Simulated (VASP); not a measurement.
# SnRu4 (P-43m) in VASP: a series of runs, part 2 of 3

VASP 6.6.1.

## 3. Single point, PBE

This run uses another cell than the first one, of 19.19 Å³/atom.

File INCAR:

```
SYSTEM = SnRu4
PREC = Accurate ; ENCUT = 520
EDIFF = 1E-6 ; ISMEAR = 0
SIGMA = 0.1 ; LREAL = .False.
LASPH = .True. ; NELM = 100
ALGO = Normal ; ISIF = 2
LWAVE = .False. ; LCHARG = .True.
GGA = PE ; LELF = .True.
LVHAR = .True. ; NBANDS = 43
```

File KPOINTS:

```
Automatic mesh
0
Gamma
  4 4 4
  0 0 0
```

File POSCAR:

```
SnRu4
1.0
    4.5781558258      0.0000000000      0.0000000000
    0.0000000000      4.5781558258      0.0000000000
    0.0000000000      0.0000000000      4.5781558258
Sn Ru
1 4
Direct
    0.0000000000      0.0000000000      0.0000000000
    0.3092569545      0.3092569545      0.3092569545
    0.6907430455      0.6907430455      0.3092569545
    0.3092569545      0.6907430455      0.6907430455
    0.6907430455      0.3092569545      0.6907430455
```

Potentials or basis: VASP PAW PBE potentials, release 64 (Sn_d, Ru_pv).

Started as:

```console
$ cat potpaw_PBE.64/Sn_d/POTCAR potpaw_PBE.64/Ru_pv/POTCAR > POTCAR
$ mpirun -np 1 vasp_std > vasp.out
```

OUTCAR:

```text
SYSTEM = SnRu4
   PREC = Accurate
   ENCUT = 520
   EDIFF = 1E-6
   ISMEAR = 0
   LREAL = .False.
   LASPH = .True.
   NELM = 100
   ISIF = 2
   GGA = PE

 ion  position               nearest neighbor table
   1  0.000  0.000  0.000-   2 2.45   3 2.45   4 2.45   5 2.45
   2  0.309  0.309  0.309-   1 2.45   3 2.47   4 2.47   5 2.47   4 3.33   5 3.33   3 3.33   4 3.33
                             3 3.33   5 3.33
   3  0.691  0.691  0.309-   1 2.45   2 2.47   4 2.47   5 2.47   2 3.33   4 3.33   2 3.33   5 3.33
                             4 3.33   5 3.33
   4  0.309  0.691  0.691-   1 2.45   2 2.47   3 2.47   5 2.47   2 3.33   5 3.33   2 3.33   3 3.33
                             3 3.33   5 3.33
   5  0.691  0.309  0.691-   1 2.45   2 2.47   3 2.47   4 2.47   2 3.33   4 3.33   2 3.33   3 3.33
                             3 3.33   4 3.33

  LATTYP: Found a simple cubic cell.
 ALAT       =     4.5781558258

  Lattice vectors:

 A1 = (   4.5781558258,   0.0000000000,   0.0000000000)
 A2 = (   0.0000000000,   4.5781558258,   0.0000000000)
 A3 = (   0.0000000000,   0.0000000000,   4.5781558258)

Analysis of symmetry for initial positions (statically):
=====================================================================
 Subroutine PRICEL returns:
 Original cell was already a primitive cell.

 Routine SETGRP: Setting up the symmetry group for a
 simple cubic supercell.

 Subroutine GETGRP returns: Found 24 space group operations
 (whereof 24 operations were pure point group operations)
 out of a pool of 48 trial point group operations.

The static configuration has the point symmetry T_d .

Analysis of symmetry for dynamics (positions and initial velocities):
=====================================================================
 Subroutine PRICEL returns:
 Original cell was already a primitive cell.

 Routine SETGRP: Setting up the symmetry group for a
 simple cubic supercell.

 Subroutine GETGRP returns: Found 24 space group operations
 (whereof 24 operations were pure point group operations)
 out of a pool of 48 trial point group operations.

The dynamic configuration has the point symmetry T_d .

 Subroutine INISYM returns: Found 24 space group operations
 (whereof 24 operations are pure point group operations),
 and found     1 'primitive' translations

----------------------------------------------------------------------------------------

                                     Primitive cell

  volume of cell :      95.9559

  direct lattice vectors                    reciprocal lattice vectors
     4.578155826  0.000000000  0.000000000     0.218428563  0.000000000  0.000000000
     0.000000000  4.578155826  0.000000000     0.000000000  0.218428563  0.000000000
     0.000000000  0.000000000  4.578155826     0.000000000  0.000000000  0.218428563

  length of vectors
     4.578155826  4.578155826  4.578155826     0.218428563  0.218428563  0.218428563

  position of ions in fractional coordinates (direct lattice)
     0.000000000  0.000000000  0.000000000
     0.309256955  0.309256955  0.309256955
     0.690743045  0.690743045  0.309256955
     0.309256955  0.690743045  0.690743045
     0.690743045  0.309256955  0.690743045

  ion indices of the primitive-cell ions
   primitive index   ion index
                 1           1
                 2           2
[... 34 lines left out ...]
  0.500000  0.000000  0.000000      3.000000
  0.250000  0.250000  0.000000     12.000000
  0.500000  0.250000  0.000000     12.000000
  0.500000  0.500000  0.000000      3.000000
  0.250000  0.250000  0.250000      8.000000
  0.500000  0.250000  0.250000     12.000000
  0.500000  0.500000  0.250000      6.000000
  0.500000  0.500000  0.500000      1.000000
   k-points           NKPTS =     10   k-points in BZ     NKDIM =     10   number of bands    NBANDS=     43
   number of dos      NEDOS =    301   number of ions     NIONS =      5
   total plane-waves  NPLWV =  46656
   dimension x,y,z NGX =    36 NGY =   36 NGZ =   36
   dimension x,y,z NGXF=    72 NGYF=   72 NGZF=   72
   ions per type =               1   4
   NGX,Y,Z   is equivalent  to a cutoff of  13.07, 13.07, 13.07 a.u.
   NGXF,Y,Z  is equivalent  to a cutoff of  26.15, 26.15, 26.15 a.u.
 SYSTEM =  SnRu4
   PREC   = accura    normal or accurate (medium, high low for compatibility)
   ISTART =      0    job   : 0-new  1-cont  2-samecut
   ICHARG =      2    charge: 1-file 2-atom 10-const
   ISPIN  =      1    spin polarized calculation?
   LNONCOLLINEAR =      F non collinear calculations
   LSORBIT =      F    spin-orbit coupling
   LASPH  =      T    aspherical Exc in radial PAW
   ENCUT  =  520.0 eV  38.22 Ry    6.18 a.u.   8.51  8.51  8.51*2*pi/ulx,y,z
   NELM   =    100;   NELMIN=  2; NELMDL= -5     # of ELM steps
   EDIFF  = 0.1E-05   stopping-criterion for ELM
   LREAL  =      F    real-space projection
   EDIFFG = 0.1E-04   stopping-criterion for IOM
   NSW    =      0    number of steps for IOM
   IBRION =     -1    ionic relax: 0-MD 1-quasi-New 2-CG
   NFREE  =      0    steps in history (QN), initial steepest desc. (CG)
   ISIF   =      2    stress and relaxation
   ISYM   =      2    0-nonsym 1-usesym 2-fastsym
   POTIM  = 0.5000    time-step for ionic-motion
   TEBEG  =    0.0;   TEEND  =   0.0 temperature during run
   PSTRESS=    0.0 pullay stress
   NELECT =      70.0000    total number of electrons
   NUPDOWN=      -1.0000    fix difference up-down
   EMIN   =  10.00;   EMAX   =-10.00  energy-range for DOS
   EFERMI =   0.00;   METHOD = LEGACY
   ISMEAR =     0;   SIGMA  =   0.10  broadening in eV -4-tet -1-fermi 0-gaus
   EFERMI_NEDOS =   21; number of points for ismear=-14 and -15
   IALGO  =     38    algorithm
   IMIX   =      4    mixing-type and parameters
     AMIX     =   0.40;   BMIX     =  1.00
     AMIX_MAG =   1.60;   BMIX_MAG =  1.00
  volume/ion in A,a.u.               =      19.19       129.51
  Fermi-wavevector in a.u.,A,eV,Ry     =   1.473727  2.784940 29.550089  2.171870
  Thomas-Fermi vector in A             =   2.588585
   LORBIT       =      0    0 simple, 1 ext, 2 COOP (PROOUT), +10 PAW based schemes
   GGA     = PE    functional components
   LHFCALC =     F    Hartree Fock is set to
   AEXX    =    0.0000 exact exchange contribution
   IVDW    =     0    specifies the selected vdW correction
   LEPSILON=     F    determine dielectric tensor
   LRPA    =     F    only Hartree local field effects (RPA)
 non-spin polarized calculation
 Gauss-broadening in eV      SIGMA  =   0.10
  energy-cutoff  :      520.00
  volume of cell :       95.96
 maximum number of plane-waves:      2612
 NGX is ok and might be reduce to    36
   NGX = 17   NGY = 17   NGZ = 17

 number of electron      70.0000012 magnetization

 Free energy of the ion-electron system (eV)
  ---------------------------------------------------
  ext. energy  EPLUGINS =         0.00000000
  ---------------------------------------------------
  free energy    TOTEN  =       -34.07161038 eV

  energy without entropy =      -34.03329351  energy(sigma->0) =      -34.05245195

 E-fermi :   8.5338     XC(G=0): -11.8728

 val. band max:        8.5218283072   @ k =   0.5000   0.2500   0.2500
 cond. band min:       8.5541719848   @ k =   0.2500   0.0000   0.0000
 fundamental gap:      0.0323436776
 Fermi energy:         8.5338435334

 k-point     1 :       0.0000    0.0000    0.0000
  band No.  band energies     occupation
      1     -34.9369      2.00000
      2     -34.2898      2.00000
      3     -34.2898      2.00000
      4     -34.2898      2.00000
      5     -34.0833      2.00000
      6     -34.0833      2.00000
[... 449 lines left out ...]
     42      10.1510      0.00000
     43      10.6765      0.00000

------------------------ aborting loop because EDIFF is reached ----------------------------------------

  FORCE on cell =-STRESS in cart. coord.  units (eV):
  Direction    XX          YY          ZZ          XY          YZ          ZX
  --------------------------------------------------------------------------------------
  -------------------------------------------------------------------------------------
  Total       -0.1354303     -0.1354303     -0.1354303      0.0000000      0.0000000     -0.0000000
  in kB       -2.2612825     -2.2612825     -2.2612825      0.0000000      0.0000000     -0.0000000
  external PRESSURE =      -2.2612825 kB  Pullay stress =       0.0000000 kB

 VOLUME and BASIS-vectors are now :
 -----------------------------------------------------------------------------
  energy-cutoff  :      520.00
  volume of cell :       95.96
      direct lattice vectors                 reciprocal lattice vectors
     4.578155826  0.000000000  0.000000000     0.218428563  0.000000000  0.000000000
     0.000000000  4.578155826  0.000000000     0.000000000  0.218428563  0.000000000
     0.000000000  0.000000000  4.578155826     0.000000000  0.000000000  0.218428563

 POSITION                                       TOTAL-FORCE (eV/Angst)
 -----------------------------------------------------------------------------------
      0.00000      0.00000      0.00000        -0.000000     -0.000000     -0.000000
      1.41583      1.41583      1.41583        -0.039697     -0.039697     -0.039697
      3.16233      3.16233      1.41583         0.039697      0.039697     -0.039697
      1.41583      3.16233      3.16233        -0.039697      0.039697      0.039697
      3.16233      1.41583      3.16233         0.039697     -0.039697      0.039697
 -----------------------------------------------------------------------------------
    total drift:                               -0.000000     -0.000000     -0.000000

  FREE ENERGIE OF THE ION-ELECTRON SYSTEM (eV)
  ---------------------------------------------------
  free  energy   TOTEN  =       -34.0716103847 eV

  energy  without entropy=      -34.0332935086  energy(sigma->0) =      -34.05245195
```

OSZICAR:

```text
N       E                     dE             d eps       ncg     rms          rms(c)
DAV:   1     0.938770276267E+03    0.93877E+03   -0.39354E+04   892   0.211E+03
DAV:   2     0.404797431892E+02   -0.89829E+03   -0.88146E+03   901   0.621E+02
DAV:   3    -0.316524879374E+02   -0.72132E+02   -0.67198E+02   930   0.160E+02
DAV:   4    -0.355561648457E+02   -0.39037E+01   -0.37789E+01  1012   0.349E+01
DAV:   5    -0.356921511421E+02   -0.13599E+00   -0.13517E+00  1153   0.628E+00    0.182E+01
DAV:   6    -0.341876271628E+02    0.15045E+01   -0.70195E+00   931   0.155E+01    0.577E+00
DAV:   7    -0.340876555059E+02    0.99972E-01   -0.46881E-01  1025   0.470E+00    0.322E+00
DAV:   8    -0.340730890070E+02    0.14566E-01   -0.64566E-02   977   0.160E+00    0.867E-01
DAV:   9    -0.340715380879E+02    0.15509E-02   -0.73447E-03   982   0.668E-01    0.123E-01
DAV:  10    -0.340716048675E+02   -0.66780E-04   -0.67784E-04   985   0.190E-01    0.398E-02
DAV:  11    -0.340716117689E+02   -0.69015E-05   -0.61827E-05  1153   0.548E-02    0.116E-02
DAV:  12    -0.340716105523E+02    0.12166E-05   -0.56839E-06   822   0.166E-02    0.398E-03
DAV:  13    -0.340716103847E+02    0.16753E-06   -0.67838E-07   511   0.739E-03
   1 F= -.34071610E+02 E0= -.34052452E+02  d E =-.383169E-01
```

stdout:

```text
POSCAR found type information on POSCAR SnRu
 POSCAR found :  2 types and       5 ions
 scaLAPACK will be used
 LDA part: xc-table for (Slater+PW92), standard interpolation
 POSCAR, INCAR and KPOINTS ok, starting setup
 FFT: planning ... GRIDC
 FFT: planning ... GRID_SOFT
 FFT: planning ... GRID
 WAVECAR not read
 entering main loop
```

Run time: 32 s. Hardware: 1 thread of Intel Xeon Platinum 8259CL at 2.50GHz (Skylake/Cascade Lake), shared host; peak memory 0.21 GiB.

Results:

- Free energy: -34.0716 eV
- Pressure: -0.2 GPa
- Largest force: 0.069 eV/Å
- Band gap on the k mesh: zero (bands 35 and 36 overlap by 0.47 eV)

Forces in eV/Å, atoms in the order of the input:
```
Sn   0.000  0.000  0.000
Ru  -0.040 -0.040 -0.040
Ru   0.040  0.040 -0.040
Ru  -0.040  0.040  0.040
Ru   0.040 -0.040  0.040
```

Levels at points of the mesh, in eV from the Fermi level:
```
           k point  band 32  band 33  band 34  band 35  band 36  band 37  band 38  band 39
(0.00, 0.00, 0.00)    -0.87    -0.87     0.28     0.28     0.28     0.75     0.75     0.75
(0.50, 0.00, 0.00)    -1.23    -1.10    -0.22    -0.22     0.25     0.29     0.98     0.98
(0.50, 0.50, 0.00)    -0.98    -0.80    -0.63    -0.63     0.17     0.92     1.12     1.14
(0.50, 0.50, 0.50)    -1.00    -1.00     0.45     0.45     0.88     0.88     0.88     0.96
```

Caveat: spin-orbit coupling is left out, which moves the levels of the heavy elements.

## 4. Single point, PBE

This run uses another cell than the first one, of 19.18 Å³/atom.

File INCAR:

```
PREC     = Accurate       # precision mode
ENCUT    = 520            # plane-wave cutoff, eV
EDIFF    = 1E-6           # SCF threshold, eV
ISMEAR   = 0              # smearing method
SIGMA    = 0.1            # smearing width, eV
LREAL    = F              # projectors in reciprocal space
LASPH    = T              # aspherical terms in the spheres
NELM     = 60             # most SCF steps
ALGO     = Fast           # electronic algorithm
ISIF     = 2              # what is computed and relaxed
LWAVE    = F              # write WAVECAR
LCHARG   = T              # write CHGCAR
GGA      = PE             # functional
LELF     = T              # ELF
LVHAR    = T            
NBANDS   = 43             # bands
```

File KPOINTS:

```
Automatic mesh
0
Gamma
  8 8 8
```

File POSCAR:

```
SnRu4
1.0
    4.5775030989      0.0000000000      0.0000000000
    0.0000000000      4.5775030989      0.0000000000
    0.0000000000      0.0000000000      4.5775030989
Sn Ru
1 4
Direct
    0.0000000000      0.0000000000      0.0000000000
    0.3093634119      0.3093634119      0.3093634119
    0.6906365881      0.6906365881      0.3093634119
    0.3093634119      0.6906365881      0.6906365881
    0.6906365881      0.3093634119      0.6906365881
```

Started as:

```console
$ cat potpaw_PBE.64/Sn_d/POTCAR potpaw_PBE.64/Ru_pv/POTCAR > POTCAR
$ mpirun -np 1 vasp_std > vasp.out
```

It took 2 min on 1 thread of Intel Xeon Platinum 8259CL at 2.50GHz (Skylake/Cascade Lake), shared host; peak memory 0.27 GiB.

Results (log left out):

* Free energy: -34.0301 eV
* Pressure: 0.1 GPa
* Largest force: 0.021 eV/Å
* Band gap on the k mesh: zero (bands 35 and 36 overlap by 0.47 eV)

Forces in eV/Å, atoms in the order of the input:
```
Sn   0.000  0.000  0.000
Ru  -0.012 -0.012 -0.012
Ru   0.012  0.012 -0.012
Ru  -0.012  0.012  0.012
Ru   0.012 -0.012  0.012
```

Levels at points of the mesh, in eV from the Fermi level:
| k point | band 31 | band 32 | band 33 | band 34 | band 35 | band 36 | band 37 | band 38 | band 39 | band 40 |
| --- | --- | --- | --- | --- | --- | --- | --- | --- | --- | --- |
| (0.00, 0.00, 0.00) | -0.92 | -0.92 | -0.92 | 0.23 | 0.23 | 0.23 | 0.70 | 0.70 | 0.70 | 2.61 |
| (0.50, 0.00, 0.00) | -1.44 | -1.29 | -1.15 | -0.27 | -0.27 | 0.21 | 0.24 | 0.93 | 0.93 | 2.51 |
| (0.50, 0.50, 0.00) | -1.04 | -1.04 | -0.85 | -0.68 | -0.68 | 0.12 | 0.87 | 1.07 | 1.09 | 1.16 |
| (0.50, 0.50, 0.50) | -1.05 | -1.05 | -1.05 | 0.41 | 0.41 | 0.83 | 0.83 | 0.83 | 0.91 | 0.91 |

Caveat: spin-orbit coupling is left out, which moves the levels of the heavy elements.

(Continued in part 3 of 3.)
